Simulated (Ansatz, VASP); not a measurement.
# One calculation of PtS2, two programs

Contents of INCAR:

```
SYSTEM = PtS2
PREC = Accurate ; ENCUT = 520
EDIFF = 1E-7 ; ISMEAR = 0
SIGMA = 0.014 ; LREAL = .FALSE.
LASPH = .TRUE. ; NELM = 100
ALGO = Fast ; ISIF = 2
LWAVE = .FALSE. ; LCHARG = .FALSE.
GGA = PE ; NBANDS = 18
```

Contents of KPOINTS:

```
regular mesh
0
G
  9 9 5
  0 0 0
```

The input POSCAR:

```
PtS2
1.0
    3.5432000000      0.0000000000      0.0000000000
   -1.7716000000      3.0685012107      0.0000000000
    0.0000000000      0.0000000000      5.0388000000
Pt S
1 2
Direct
    0.0000000000      0.0000000000      0.0000000000
    0.6666666667      0.3333333333      0.7730000000
    0.3333333333      0.6666666667      0.2270000000
```

Contents of input.yaml:

```yaml
crystal:
  lattice:
    - [3.5432, 0.0, 0.0]
    - [-1.7716, 3.0685012107, 0.0]
    - [0.0, 0.0, 5.0388]
  atoms:
    - { symbol: Pt, position: [0.0, 0.0, 0.0] }
    - { symbol: S, position: [0.6666666667, 0.3333333333, 0.773] }
    - { symbol: S, position: [0.3333333333, 0.6666666667, 0.227] }
hamiltonian:
  xc: pbe
  pseudopotentials: { kind: paw }
kpoints:
  mp_grid: { grid: [9, 9, 5] }
scf:
  occupations: { method: gaussian, width: 0.014 }
output:
  forces: true
  stress: true
  eigenvalues: true
```

Alike in both runs: task single point; functional PBE; k mesh 9 × 9 × 5; occupations gaussian, width 0.014 eV; no spin polarisation.

|  | VASP | Ansatz |
| --- | --- | --- |
| version | VASP 6.6.1 | Ansatz 0.2.0 |
| potentials or method | VASP PAW PBE potentials, release 64 (Pt, S) | Ansatz PAW |
| plane-wave cutoff (eV) | 520 | 420 |
| valence electrons in the cell | 22 | 30 |

|  | VASP | Ansatz | Ansatz less VASP |
| --- | --- | --- | --- |
| gap on the k mesh at the Fermi level (eV) | 1.03 | 1.02 | -0.014 |
| least direct gap on the mesh (eV) | 1.08 | 1.07 | -0.009 |
| pressure (GPa) | 11.1 | 11.6 | +0.51 |
| traceless stress, the component that is largest in VASP (GPa) | -0.98 | -1.17 | -0.190 |
| rms of the force components (eV/Å) | 0.572 | 0.592 | +0.0206 |

Atom by atom the forces differ by 0.021 eV/Å (rms over components). VASP's potentials hold 22 valence electrons a cell and Ansatz's 30, so a difference there can come from the potentials and not from the codes.

Spin-orbit coupling is off throughout. Noted on Ansatz's run: odd divisions of the mesh miss points on the zone boundary, where band edges often lie, so the gap on the mesh can be too wide.
